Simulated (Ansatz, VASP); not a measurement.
# In in VASP and in Ansatz

```xyz
1
Lattice="-1.6877 1.6134 2.4739 1.6134 -1.6877 2.4739 1.6389 1.6389 -2.5227" Properties=species:S:1:pos:R:3 pbc="T T T"
In    0.0000    0.0000    0.0000
```

Change from the starting cell: equal xy, yz and zx shear strains of -3 %, crystal datasets.

Alike in both runs: task electric field gradients; functional PBE; k mesh 12 × 12 × 14; occupations fermi-dirac, width 0.05 eV; no spin polarisation.

|  | VASP | Ansatz |
| --- | --- | --- |
| version | VASP 6.6.1 | Ansatz 0.2.0 |
| potentials or method | VASP PAW PBE potentials, release 64 (In_d), cutoff 400 eV | all-electron PAW with datasets made for the crystal, scalar-relativistic |

Ansatz gave:

- pressure (GPa): 2.1
- traceless stress, the component that is largest in VASP (GPa): 0.17
- size of Vzz on the site where it differs most (V/Å²): 21.0

Task: What did VASP give for the same quantities?

Result: Pressure (GPa): 2.0; traceless stress, the component that is largest in VASP (GPa): 0.17; size of Vzz on the site where it differs most (V/Å²): 20.7.

Ansatz ran all-electron here, and VASP with PAW potentials.
